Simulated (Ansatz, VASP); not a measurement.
## AlAs: VASP beside Ansatz

Contents of INCAR:

```
ALGO = Normal
EDIFF = 1E-6
ENCUT = 500
GGA = PS
GGA_COMPAT = F
ISIF = 2
ISMEAR = -1
LASPH = T
LCHARG = F
LREAL = F
LWAVE = F
NBANDS = 11
NELM = 120
PREC = Accurate
SIGMA = 0.05
```

KPOINTS

```
k-points
0
Gamma
  11 11 11
```

The input POSCAR:

```
AlAs
1.0
    0.0000000000      2.8020960000      2.8304000000
    2.8020960000      0.0000000000      2.8304000000
    2.8020960000      2.8020960000      0.0000000000
Al As
1 1
Direct
    0.0000000000      0.0000000000      0.0000000000
    0.7500000000      0.7500000000      0.7500000000
```

Input for Ansatz:

```yaml
crystal:
  lattice:
    - [0.0, 2.802096, 2.8304]
    - [2.802096, 0.0, 2.8304]
    - [2.802096, 2.802096, 0.0]
  atoms:
    - { symbol: Al, position: [0.0, 0.0, 0.0] }
    - { symbol: As, position: [0.75, 0.75, 0.75] }
kpoints:
  mp_grid: { grid: [11, 11, 11] }
  band_path:
    path:
      - [0.0, 0.0, 0.0]
      - [0.5, 0.0, 0.5]
      - [0.75, 0.25, 0.5]
      - [0.5, 0.5, 0.5]
      - [0.0, 0.0, 0.0]
      - [0.5, 0.5, 0.0]
      - [0.6274875, 0.6274875, 0.254975]
      - [0.3725125, 0.3725125, 0.745025]
      - [0.0, 0.0, 0.0]
    npoints: 5
scf:
  occupations: { method: fermi_dirac, width: 0.05 }
hamiltonian:
  xc: pbesol
  pseudopotentials: { kind: all_electron, lapw: { basis_error: 0.001 } }
output:
  forces: true
  stress: true
  eigenvalues: true
```

Change from the starting cell: equal xx and yy strain of -1 %.

Alike in both runs: task single point; functional PBEsol; k mesh 11 × 11 × 11; occupations fermi-dirac, width 0.05 eV; no spin polarisation.

```csv
,VASP,Ansatz
version,VASP 6.6.1,Ansatz 0.2.0
potentials or method,"VASP PAW PBE potentials, release 64 (Al, As), cutoff 500 eV","all-electron LAPW, scalar-relativistic"
```

```tsv
	VASP	Ansatz	Ansatz less VASP
pressure (GPa)	2.4	2.1	-0.33
traceless stress, the component that is largest in VASP (GPa)	-0.36	-0.36	-0.003
```

VASP's potentials were made for PBE, not for PBEsol. Ansatz ran all-electron here, and VASP with PAW potentials.
